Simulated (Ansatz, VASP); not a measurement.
**Two plane-wave programs on SrO**

```xyz
2
Lattice="0.0000 2.7754 2.5698 2.7754 0.0000 2.5698 2.7754 2.7754 0.0000" Properties=species:S:1:pos:R:3 pbc="T T T"
Sr    0.0000    0.0000    0.0000
O     2.7754    2.7754    2.5698
```

Change from the starting cell: strain +0.080 along x and y, +0.000 along z, atoms carried along.

Alike in both runs: task single point; functional r2SCAN; k mesh 8 × 8 × 8; occupations gaussian, width 0.05 eV; no spin polarisation.

|  | VASP | Ansatz |
| --- | --- | --- |
| version | VASP 6.6.1 | Ansatz 0.2.0 |
| potentials or method | VASP PAW PBE potentials, release 64 (Sr_sv, O), cutoff 520 eV | scalar-relativistic, plane waves, PAW |
| valence electrons in the cell | 16 | 16 |

```csv
,VASP,Ansatz,Ansatz less VASP
gap on the k mesh at the Fermi level (eV),3.40,3.41,+0.006
least direct gap on the mesh (eV),3.40,3.41,+0.006
pressure (GPa),-8.5,-8.8,-0.30
"traceless stress, the component that is largest in VASP (GPa)",3.46,3.24,-0.224
```

VASP's potentials were made for PBE, not for r2SCAN.
